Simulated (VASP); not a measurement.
# AlNi (Cmmm) in VASP: notebook, part 2 of 2

VASP 6.6.1. Earlier steps stand in the parts before.

## 3. Single point, LDA, collinear spin, ferromagnetic start

File INCAR:

```
SYSTEM = AlNi
  ALGO = Normal
  EDIFF = 1E-6
  ENCUT = 520
  ISIF = 2
  ISMEAR = -1
  ISPIN = 2
  LASPH = .TRUE.
  LCHARG = .FALSE.
  LMAXMIX = 4
  LORBIT = 11
  LREAL = .FALSE.
  LWAVE = .FALSE.
  MAGMOM = 0 1.5
  NBANDS = 18
  NELM = 150
  PREC = Accurate
  SIGMA = 0.1
```

File KPOINTS:

```
k-points
0
G
  10 10 9
  0 0 0
```

File POSCAR:

```
AlNi
1.0
    1.9386940000     -1.9531900000      0.0000000000
    1.9386940000      1.9531900000      0.0000000000
    0.0000000000      0.0000000000      3.0994300000
Al Ni
1 1
Direct
    0.0000000000      0.0000000000      0.0000000000
    0.5000000000      0.5000000000      0.5000000000
```

Potentials or basis: VASP PAW LDA potentials, release 64 (Al, Ni).

Started as:

```console
cat potpaw_LDA.64/Al/POTCAR potpaw_LDA.64/Ni/POTCAR > POTCAR
mpirun -np 1 vasp_std > vasp.out
```

OUTCAR:

```text
SYSTEM = AlNi
   EDIFF = 1E-6
   ENCUT = 520
   ISIF = 2
   ISMEAR = -1
   ISPIN = 2
   LASPH = .TRUE.
   LORBIT = 11
   LREAL = .FALSE.
   NELM = 150
   PREC = Accurate

 ion  position               nearest neighbor table
   1  0.000  0.000  0.000-   2 2.48   2 2.48   2 2.48   2 2.48   2 2.49   2 2.49   2 2.49   2 2.49

   2  0.500  0.500  0.500-   1 2.48   1 2.48   1 2.48   1 2.48   1 2.49   1 2.49   1 2.49   1 2.49

  LATTYP: Found a base centered orthorhombic cell.
 ALAT       =     3.8773880000
 B/A-ratio  =     1.0074771986
 C/A-ratio  =     0.7993602910

  Lattice vectors:

 A1 = (   1.9386940000,  -1.9531900000,   0.0000000000)
[... 1225 lines left out ...]
 VOLUME and BASIS-vectors are now :
 -----------------------------------------------------------------------------
  energy-cutoff  :      520.00
  volume of cell :       23.47
      direct lattice vectors                 reciprocal lattice vectors
     1.938694000 -1.953190000  0.000000000     0.257905580 -0.255991481  0.000000000
     1.938694000  1.953190000  0.000000000     0.257905580  0.255991481  0.000000000
     0.000000000  0.000000000  3.099430000     0.000000000  0.000000000  0.322639969

 POSITION                                       TOTAL-FORCE (eV/Angst)
 -----------------------------------------------------------------------------------
      0.00000      0.00000      0.00000        -0.000000     -0.000000      0.000000
      1.93869      0.00000      1.54971         0.000000      0.000000      0.000000
 -----------------------------------------------------------------------------------
    total drift:                                0.000000      0.000000      0.000000

  FREE ENERGIE OF THE ION-ELECTRON SYSTEM (eV)
  ---------------------------------------------------
  free  energy   TOTEN  =       -12.1558416337 eV

  energy  without entropy=      -12.1263662289  energy(sigma->0) =      -12.14110393

 total charge

# of ion       s       p       d       tot
------------------------------------------
    1        0.393   0.429   0.000   0.822
    2        0.491   0.533   8.495   9.519
--------------------------------------------------
tot          0.884   0.962   8.495  10.341

 magnetization (x)

# of ion       s       p       d       tot
------------------------------------------
    1       -0.000  -0.000   0.000  -0.000
    2        0.000   0.000   0.000   0.000
--------------------------------------------------
tot          0.000  -0.000   0.000   0.000
```

stdout:

```text
POSCAR found type information on POSCAR AlNi
 POSCAR found :  2 types and       2 ions
 scaLAPACK will be used
 LDA part: xc-table for (Slater(with rela. corr.)+CA(PZ))
 , standard interpolation
 POSCAR, INCAR and KPOINTS ok, starting setup
 FFT: planning ... GRIDC
 FFT: planning ... GRID_SOFT
 FFT: planning ... GRID
 WAVECAR not read
 entering main loop
```

Wall time 95 s (1 thread of Intel Xeon 8259CL, shared host); peak memory 0.21 GiB.

What came out:

```
Free energy                                           : -12.1558 eV
Pressure                                              : -4.7 GPa
Net moment                                            : 0.00 μB per cell
Valence electrons inside the program's atomic spheres : Al 0.82; Ni 9.52
```

Caveat: the cell stands under tension.

## 4. Single point, BLYP, collinear spin, ferromagnetic start

File INCAR:

```
PREC     = Accurate       # precision mode
ENCUT    = 520            # plane-wave cutoff, eV
EDIFF    = 1E-6           # SCF threshold, eV
ISMEAR   = -1             # smearing method
SIGMA    = 0.1            # smearing width, eV
LREAL    = F              # projectors in reciprocal space
LASPH    = T              # aspherical terms in the spheres
NELM     = 150            # most SCF steps
ALGO     = Normal         # electronic algorithm
ISIF     = 2              # what is computed and relaxed
LWAVE    = F              # write WAVECAR
LCHARG   = T              # write CHGCAR
ISPIN    = 2              # spin polarisation
MAGMOM   = 0 1.5          # initial moments
LORBIT   = 11             # projections on sites
LMAXMIX  = 4              # l up to which the mixer works
GGA      = B5             # functional
ALDAX    = 1.0          
AGGAX    = 1.0          
AGGAC    = 1.0          
ALDAC    = 0.0          
LELF     = T              # ELF
LVHAR    = T            
NBANDS   = 18             # bands
```

File KPOINTS:

```
Automatic mesh
0
Gamma
  10 10 9
```

POSCAR is that of step 3.

Potentials or basis: VASP PAW PBE potentials, release 64 (Al, Ni).

Started as:

```console
cat potpaw_PBE.64/Al/POTCAR potpaw_PBE.64/Ni/POTCAR > POTCAR
mpirun -np 1 vasp_std > vasp.out
```

Run time: 1.8 min. Hardware: 1 thread of Intel Xeon 8259CL, shared host; peak memory 0.22 GiB.

The run converged. Its results:

```
Free energy                                           : -8.5275 eV
Pressure                                              : 11.1 GPa
Net moment                                            : 0.00 μB per cell
Valence electrons inside the program's atomic spheres : Al 0.81; Ni 9.55
```

Stress tensor (GPa, compression positive):
```
14.11  0.00  0.00
 0.00 12.60  0.00
 0.00  0.00  6.61
```

Levels at points of the mesh, in eV from the Fermi level:
Spin up:
```
           k point  band 4  band 5  band 6  band 7  band 8  band 9  band 10  band 11
(0.00, 0.00, 0.00)   -1.72   -1.70   -1.43    2.93    7.01    7.06     7.31     8.76
(0.50, 0.00, 0.00)   -2.81   -2.14   -1.59   -0.40    7.80    8.09     9.35    11.65
(0.50, 0.50, 0.00)   -2.50   -2.37   -2.25   -0.89    2.21    3.25    10.69    13.59
```
Spin down:
```tsv
k point	band 4	band 5	band 6	band 7	band 8	band 9	band 10	band 11
(0.00, 0.00, 0.00)	-1.72	-1.70	-1.43	2.93	7.01	7.06	7.31	8.76
(0.50, 0.00, 0.00)	-2.81	-2.14	-1.59	-0.40	7.80	8.09	9.35	11.65
(0.50, 0.50, 0.00)	-2.50	-2.37	-2.25	-0.89	2.21	3.25	10.69	13.59
```

Caveat: the cell stands under pressure; the PAW data sets were made with another functional, which shifts forces and pressure a little.
